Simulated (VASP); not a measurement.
# Si2Ni (I4/mmm) in VASP: a series of runs

The runs below take Si2Ni through single point, with PBE.

Everything below comes from runs of VASP 6.6.1. Logs are shortened: lines on timing, memory, paths and dates and some standing lists are left out, and cuts for length are marked.

### 1 The cell of the first run

It takes space group I4/mmm (No. 139, tetragonal). The conventional cell has a = 3.794 Å, b = 3.794 Å, c = 5.529 Å, α = 90.00°, β = 90.00°, γ = 90.00°. Si (site symmetry -4m2) has 4 Ni at 2.35 Å and 6 Si at 2.68 to 2.76 Å within 3.1 Å. Within 3.1 Å of Ni (site symmetry 4/mmm) lie 8 Si at 2.35 Å.

### 2 Single point, PBE (strain -0.015 along x and y, +0.015 along z)

INCAR

```
SYSTEM = Si2Ni
PREC     = Accurate       ! precision mode
ENCUT    = 520            ! plane-wave cutoff, eV
EDIFF    = 1E-6           ! SCF threshold, eV
ISMEAR   = 0              ! smearing method
SIGMA    = 0.15           ! smearing width, eV
LREAL    = .FALSE.        ! projectors in reciprocal space
LASPH    = .TRUE.         ! aspherical terms in the spheres
NELM     = 80             ! most SCF steps
ALGO     = Normal         ! electronic algorithm
ISIF     = 2              ! what is computed and relaxed
LWAVE    = .FALSE.        ! write WAVECAR
LCHARG   = .FALSE.        ! write CHGCAR
GGA      = PE             ! functional
NBANDS   = 16             ! bands
```

KPOINTS

```
regular mesh
0
G
  16 16 16
  0 0 0
```

POSCAR

```
Si2Ni
1.0
    0.0000000000      2.6825617118      2.7642640990
    2.6825617118      0.0000000000      2.7642640990
    2.6825617118      2.6825617118      0.0000000000
Si Ni
2 1
Direct
    0.2500000000      0.2500000000      0.2500000000
    0.7500000000      0.7500000000      0.7500000000
    0.0000000000      0.0000000000      0.0000000000
```

Potentials or basis: VASP PAW PBE potentials, release 64 (Si, Ni).

Run with:

```
cat potpaw_PBE.64/Si/POTCAR potpaw_PBE.64/Ni/POTCAR > POTCAR
mpirun -np 1 vasp_std > vasp.out
```

OUTCAR:

```text
SYSTEM = Si2Ni
   PREC = Accurate
   ENCUT = 520
   EDIFF = 1E-6
   ISMEAR = 0
   LREAL = .FALSE.
   LASPH = .TRUE.
   NELM = 80
   ISIF = 2
   GGA = PE

 ion  position               nearest neighbor table
   1  0.250  0.250  0.250-   3 2.35   3 2.35   3 2.35   3 2.35   2 2.68   2 2.68   2 2.68   2 2.68
                             2 2.76   2 2.76
   2  0.750  0.750  0.750-   3 2.35   3 2.35   3 2.35   3 2.35   1 2.68   1 2.68   1 2.68   1 2.68
                             1 2.76   1 2.76
   3  0.000  0.000  0.000-   2 2.35   2 2.35   2 2.35   1 2.35   2 2.35   1 2.35   1 2.35   1 2.35

  LATTYP: Found a body centered tetragonal cell.
 ALAT       =     3.7937151547
 C/A-ratio  =     1.4572860567

  Lattice vectors:

 A1 = (  -2.6825617118,   0.0000000000,   2.7642640990)
 A2 = (   2.6825617118,   0.0000000000,   2.7642640990)
 A3 = (   0.0000000000,   2.6825617118,  -2.7642640990)

Analysis of symmetry for initial positions (statically):
=====================================================================
 Subroutine PRICEL returns:
 Original cell was already a primitive cell.

 Routine SETGRP: Setting up the symmetry group for a
 body centered tetragonal supercell.

 Subroutine GETGRP returns: Found 16 space group operations
 (whereof 16 operations were pure point group operations)
 out of a pool of 16 trial point group operations.

The static configuration has the point symmetry D_4h.

Analysis of symmetry for dynamics (positions and initial velocities):
=====================================================================
 Subroutine PRICEL returns:
 Original cell was already a primitive cell.

 Routine SETGRP: Setting up the symmetry group for a
 body centered tetragonal supercell.

 Subroutine GETGRP returns: Found 16 space group operations
 (whereof 16 operations were pure point group operations)
 out of a pool of 16 trial point group operations.

The dynamic configuration has the point symmetry D_4h.

 Subroutine INISYM returns: Found 16 space group operations
 (whereof 16 operations are pure point group operations),
 and found     1 'primitive' translations

----------------------------------------------------------------------------------------

                                     Primitive cell

  volume of cell :      39.7840

  direct lattice vectors                    reciprocal lattice vectors
     0.000000000  2.682561712  2.764264099    -0.186389002  0.186389002  0.180879967
     2.682561712  0.000000000  2.764264099     0.186389002 -0.186389002  0.180879967
     2.682561712  2.682561712  0.000000000     0.186389002  0.186389002 -0.180879967

  length of vectors
     3.851920735  3.851920735  3.793715155     0.319686225  0.319686225  0.319686225

  position of ions in fractional coordinates (direct lattice)
     0.250000000  0.250000000  0.250000000
     0.750000000  0.750000000  0.750000000
     0.000000000  0.000000000  0.000000000

  ion indices of the primitive-cell ions
   primitive index   ion index
                 1           1
                 2           2
                 3           3

----------------------------------------------------------------------------------------

 KPOINTS: regular mesh

Automatic generation of k-mesh.
 Grid dimensions read from file:
 generate k-points for:   16   16   16

 Generating k-lattice:

  Cartesian coordinates                     Fractional coordinates (reciprocal lattice)
    -0.011649313  0.011649313  0.011304998     0.062500000  0.000000000  0.000000000
     0.011649313 -0.011649313  0.011304998     0.000000000  0.062500000  0.000000000
     0.011649313  0.011649313 -0.011304998    -0.000000000 -0.000000000  0.062500000

  Length of vectors
     0.019980389  0.019980389  0.019980389

  Shift w.r.t. Gamma in fractional coordinates (k-lattice)
     0.000000000  0.000000000  0.000000000

 Subroutine IBZKPT returns following result:
 ===========================================

 Found    349 irreducible k-points:

 Following reciprocal coordinates:
            Coordinates               Weight
  0.000000  0.000000  0.000000      1.000000
  0.062500 -0.000000  0.000000      8.000000
  0.125000 -0.000000  0.000000      8.000000
  0.187500 -0.000000  0.000000      8.000000
  0.250000 -0.000000  0.000000      8.000000
  0.312500 -0.000000  0.000000      8.000000
[... 16 lines left out ...]
 -0.125000  0.062500  0.000000      8.000000
 -0.062500  0.062500  0.000000      4.000000
 [... further k-points ...]
   k-points           NKPTS =    349   k-points in BZ     NKDIM =    349   number of bands    NBANDS=     16
   number of dos      NEDOS =    301   number of ions     NIONS =      3
   total plane-waves  NPLWV =  25200
   dimension x,y,z NGX =    30 NGY =   30 NGZ =   28
   dimension x,y,z NGXF=    60 NGYF=   60 NGZF=   56
   ions per type =               2   1
   NGX,Y,Z   is equivalent  to a cutoff of  12.95, 12.95, 12.27 a.u.
   NGXF,Y,Z  is equivalent  to a cutoff of  25.90, 25.90, 24.54 a.u.
 SYSTEM =  Si2Ni
   PREC   = accura    normal or accurate (medium, high low for compatibility)
   ISTART =      0    job   : 0-new  1-cont  2-samecut
   ICHARG =      2    charge: 1-file 2-atom 10-const
   ISPIN  =      1    spin polarized calculation?
   LNONCOLLINEAR =      F non collinear calculations
   LSORBIT =      F    spin-orbit coupling
   LASPH  =      T    aspherical Exc in radial PAW
   ENCUT  =  520.0 eV  38.22 Ry    6.18 a.u.   7.16  7.16  7.05*2*pi/ulx,y,z
   NELM   =     80;   NELMIN=  2; NELMDL= -5     # of ELM steps
   EDIFF  = 0.1E-05   stopping-criterion for ELM
   LREAL  =      F    real-space projection
   EDIFFG = 0.1E-04   stopping-criterion for IOM
   NSW    =      0    number of steps for IOM
   IBRION =     -1    ionic relax: 0-MD 1-quasi-New 2-CG
   NFREE  =      0    steps in history (QN), initial steepest desc. (CG)
   ISIF   =      2    stress and relaxation
   ISYM   =      2    0-nonsym 1-usesym 2-fastsym
   POTIM  = 0.5000    time-step for ionic-motion
   TEBEG  =    0.0;   TEEND  =   0.0 temperature during run
   PSTRESS=    0.0 pullay stress
   NELECT =      18.0000    total number of electrons
   NUPDOWN=      -1.0000    fix difference up-down
   EMIN   =  10.00;   EMAX   =-10.00  energy-range for DOS
   EFERMI =   0.00;   METHOD = LEGACY
   ISMEAR =     0;   SIGMA  =   0.15  broadening in eV -4-tet -1-fermi 0-gaus
   EFERMI_NEDOS =   21; number of points for ismear=-14 and -15
   IALGO  =     38    algorithm
   IMIX   =      4    mixing-type and parameters
     AMIX     =   0.40;   BMIX     =  1.00
     AMIX_MAG =   1.60;   BMIX_MAG =  1.00
  volume/ion in A,a.u.               =      13.26        89.49
  Fermi-wavevector in a.u.,A,eV,Ry     =   1.256790  2.374988 21.490685  1.579521
  Thomas-Fermi vector in A             =   2.390481
   LORBIT       =      0    0 simple, 1 ext, 2 COOP (PROOUT), +10 PAW based schemes
   GGA     = PE    functional components
   LHFCALC =     F    Hartree Fock is set to
   AEXX    =    0.0000 exact exchange contribution
   IVDW    =     0    specifies the selected vdW correction
   LEPSILON=     F    determine dielectric tensor
   LRPA    =     F    only Hartree local field effects (RPA)
 non-spin polarized calculation
 Gauss-broadening in eV      SIGMA  =   0.15
  energy-cutoff  :      520.00
  volume of cell :       39.78
 maximum number of plane-waves:      1086
 NGX is ok and might be reduce to    30
   NGX = 15   NGY = 15   NGZ = 15

 number of electron      18.0000001 magnetization

 Free energy of the ion-electron system (eV)
  ---------------------------------------------------
  ext. energy  EPLUGINS =         0.00000000
  ---------------------------------------------------
  free energy    TOTEN  =       -17.36623612 eV

  energy without entropy =      -17.35633159  energy(sigma->0) =      -17.36128386

 E-fermi :  10.3253     XC(G=0): -11.5538

 val. band max:       10.3229381867   @ k =   0.4375   0.0625   0.3125
 cond. band min:      10.3256545588   @ k =   0.5000   0.3750   0.0000
 fundamental gap:      0.0027163722
 Fermi energy:        10.3252851547

 k-point     1 :       0.0000    0.0000    0.0000
  band No.  band energies     occupation
      1      -3.4410      2.00000
      2       5.1596      2.00000
      3       5.1596      2.00000
      4       5.2608      2.00000
      5       6.8313      2.00000
      6       6.9183      2.00000
[... 8 lines left out ...]
     15      15.3860      0.00000
     16      15.3860      0.00000

 k-point     2 :       0.0625   -0.0000    0.0000
  band No.  band energies     occupation
      1      -3.3834      2.00000
      2       5.0577      2.00000
      3       5.1795      2.00000
      4       5.2586      2.00000
      5       6.8204      2.00000
      6       6.9069      2.00000
[... 8 lines left out ...]
     15      15.0748      0.00000
     16      15.2105      0.00000

 k-point     3 :       0.1250   -0.0000    0.0000
  band No.  band energies     occupation
      1      -3.2109      2.00000
      2       4.7178      2.00000
      3       5.2367      2.00000
      4       5.2996      2.00000
      5       6.7935      2.00000
      6       6.8777      2.00000
[... 8 lines left out ...]
     15      14.7043      0.00000
     16      14.9426      0.00000

 k-point     4 :       0.1875   -0.0000    0.0000
  band No.  band energies     occupation
      1      -2.9253      2.00000
      2       4.1791      2.00000
      3       5.3232      2.00000
      4       5.3691      2.00000
      5       6.7667      2.00000
      6       6.8448      2.00000
[... 8 lines left out ...]
     15      15.0063      0.00000
     16      15.6005      0.00000

 k-point     5 :       0.2500   -0.0000    0.0000
  band No.  band energies     occupation
      1      -2.5297      2.00000
      2       3.4828      2.00000
      3       5.4245      2.00000
      4       5.4473      2.00000
      5       6.7638      2.00000
      6       6.8291      2.00000
[... 8 lines left out ...]
     15      15.8488      0.00000
     16      16.5017      0.00000

 k-point     6 :       0.3125   -0.0000    0.0000
  band No.  band energies     occupation
      1      -2.0288      2.00000
      2       2.6756      2.00000
      3       5.5145      2.00000
      4       5.5204      2.00000
      5       6.8072      2.00000
      6       6.8521      2.00000
[... 8 lines left out ...]
     15      16.8370      0.00000
     16      17.4459      0.00000
[... 267 lines left out ...]
 k-point    21 :      -0.2500    0.0625    0.0000
  band No.  band energies     occupation
      1      -2.3101      2.00000
      2       3.1769      2.00000
      3       5.3601      2.00000
      4       5.5386      2.00000
      5       6.7150      2.00000
      6       6.8771      2.00000
[... 8 lines left out ...]
     15      16.1389      0.00000
     16      17.6078      0.00000

 k-point    22 :      -0.1875    0.0625    0.0000
  band No.  band energies     occupation
      1      -2.7446      2.00000
      2       3.8889      2.00000
      3       5.3173      2.00000
      4       5.4244      2.00000
      5       6.7426      2.00000
      6       6.8468      2.00000
[... 8 lines left out ...]
     15      15.3859      0.00000
     16      16.5223      0.00000

 k-point    23 :      -0.1250    0.0625    0.0000
  band No.  band energies     occupation
      1      -3.0704      2.00000
      2       4.4564      2.00000
      3       5.2835      2.00000
      4       5.3146      2.00000
      5       6.7994      2.00000
      6       6.8401      2.00000
[... 8 lines left out ...]
     15      14.7685      0.00000
     16      15.4911      0.00000

 k-point    24 :      -0.0625    0.0625    0.0000
  band No.  band energies     occupation
      1      -3.2840      2.00000
      2       4.8473      2.00000
      3       5.2293      2.00000
      4       5.2697      2.00000
      5       6.8372      2.00000
      6       6.8600      2.00000
[... 8 lines left out ...]
     15      14.7409      0.00000
     16      14.7808      0.00000

 [... further k-points ...]

------------------------ aborting loop because EDIFF is reached ----------------------------------------

  FORCE on cell =-STRESS in cart. coord.  units (eV):
  Direction    XX          YY          ZZ          XY          YZ          ZX
  --------------------------------------------------------------------------------------
  -------------------------------------------------------------------------------------
  Total        0.6370722      0.6370722      0.2650931      0.0000000      0.0000000      0.0000000
  in kB       25.6560771     25.6560771     10.6757887      0.0000000      0.0000000      0.0000000
  external PRESSURE =      20.6626476 kB  Pullay stress =       0.0000000 kB

 VOLUME and BASIS-vectors are now :
 -----------------------------------------------------------------------------
  energy-cutoff  :      520.00
  volume of cell :       39.78
      direct lattice vectors                 reciprocal lattice vectors
     0.000000000  2.682561712  2.764264099    -0.186389002  0.186389002  0.180879967
     2.682561712  0.000000000  2.764264099     0.186389002 -0.186389002  0.180879967
     2.682561712  2.682561712  0.000000000     0.186389002  0.186389002 -0.180879967

 POSITION                                       TOTAL-FORCE (eV/Angst)
 -----------------------------------------------------------------------------------
      1.34128      1.34128      1.38213        -0.000000     -0.000000      0.000000
      4.02384      4.02384      4.14640         0.000000      0.000000     -0.000000
      0.00000      0.00000      0.00000        -0.000000      0.000000      0.000000
 -----------------------------------------------------------------------------------
    total drift:                                0.000000     -0.000000     -0.000000

  FREE ENERGIE OF THE ION-ELECTRON SYSTEM (eV)
  ---------------------------------------------------
  free  energy   TOTEN  =       -17.3662361236 eV

  energy  without entropy=      -17.3563315921  energy(sigma->0) =      -17.36128386
```

It took 2.1 min on 1 thread of Intel Xeon 6975P-C (Granite Rapids), shared host; peak memory 0.33 GiB.

What came out:

```
Free energy            : -17.3662 eV
Pressure               : 2.1 GPa
Band gap on the k mesh : zero (bands 9 and 10 overlap by 2.06 eV)
```

Caveat: the cell differs from its parent crystal (strain -0.015 along x and y, +0.015 along z). Spin polarisation is off, so any magnetic state and its effect on volume and gap are missing.

### 3 Single point, PBE (strain -0.015 along x and y, +0.030 along z)

INCAR

```
SYSTEM = Si2Ni
  PREC = Accurate
  ENCUT = 520
  EDIFF = 1E-6
  ISMEAR = 0
  SIGMA = 0.15
  LREAL = .False.
  LASPH = .True.
  NELM = 60
  ALGO = Normal
  ISIF = 2
  LWAVE = .False.
  LCHARG = .True.
  GGA = PE
  LELF = .True.
  LVHAR = .True.
  NBANDS = 16
```

KPOINTS

```
Automatic mesh
0
Gamma
  16 16 16
  0 0 0
```

POSCAR

```
Si2Ni
1.0
    0.0000000000      2.6825617118      2.8051152926
    2.6825617118      0.0000000000      2.8051152926
    2.6825617118      2.6825617118      0.0000000000
Si Ni
2 1
Direct
    0.2500000000      0.2500000000      0.2500000000
    0.7500000000      0.7500000000      0.7500000000
    0.0000000000      0.0000000000      0.0000000000
```

Potentials or basis: VASP PAW PBE potentials, release 64 (Si, Ni).

Run with:

```
cat potpaw_PBE.64/Si/POTCAR potpaw_PBE.64/Ni/POTCAR > POTCAR
mpirun -np 1 vasp_std > vasp.out
```

Run time: 2.4 min. Hardware: 1 thread of Intel Xeon 6975P-C (Granite Rapids), shared host; peak memory 0.33 GiB.

The run converged. Its results:

* Free energy: -17.3655 eV
* Pressure: -0.1 GPa
* Band gap on the k mesh: zero (bands 9 and 10 overlap by 2.03 eV)

Stress tensor (GPa, compression positive):
```
 0.65  0.00  0.00
 0.00  0.65  0.00
 0.00  0.00 -1.69
```

Levels at points of the mesh, in eV from the Fermi level:
```csv
k point,band 6,band 7,band 8,band 9,band 10,band 11,band 12,band 13
"(0.00, 0.00, 0.00)",-3.29,-0.42,1.52,1.52,1.98,2.08,2.53,2.53
"(0.50, 0.00, 0.00)",-3.19,-3.15,-1.54,-1.19,1.65,1.83,1.88,2.65
"(0.50, 0.50, 0.00)",-3.47,-3.47,-3.37,-2.95,-0.22,1.66,7.73,8.32
"(0.50, 0.00, 0.50)",-3.52,-3.35,-3.26,-2.95,-0.50,1.42,7.46,7.76
```

Caveat: the cell differs from its parent crystal (strain -0.015 along x and y, +0.030 along z).

The gap in the log of VASP goes by the Fermi energy; the results here count the filled bands.